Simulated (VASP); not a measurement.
GaSb, 2 atoms in the cell. It takes space group F-43m (No. 216, cubic). The conventional cell has a = 6.118 Å, b = 6.118 Å, c = 6.118 Å, α = 90.00°, β = 90.00°, γ = 90.00°. Sb (site symmetry -43m) has 4 Ga at 2.65 Å within 3.5 Å. Within 3.5 Å of Ga (site symmetry -43m) lie 4 Sb at 2.65 Å. 

| Item | Value |
| --- | --- |
| Program | VASP 6.6.1 |
| Task | single point |
| Functional | BLYP |
| Dispersion | D3(BJ) |
| Potentials or basis | VASP PAW PBE potentials, release 64 (Sb, Ga_d) |
| Cutoff | 520 eV |
| k mesh | 8 × 8 × 8 |
| Occupations | fermi-dirac, width 0.05 eV |
| Spin | no spin polarisation |
| Dipole correction | no |
| Further INCAR settings | ALGO = Normal; EDIFF = 1e-06; NBANDS = 16 |

Potentials or basis: VASP PAW PBE potentials, release 64 (Sb, Ga_d).

Command:

```console
$ cat potpaw_PBE.64/Sb/POTCAR potpaw_PBE.64/Ga_d/POTCAR > POTCAR
$ mpirun -np 1 vasp_std > vasp.out
```

Hardware: 1 thread of Intel(R) Xeon(R) 6975P-C (Granite Rapids), on a shared host.

Task: Estimate the wall time of this run.

Result: Wall time 20 s on 1 thread of Intel(R) Xeon(R) 6975P-C (Granite Rapids), on a shared host, peak memory 0.19 GiB. Counts: scf iterations 12, k points 29.
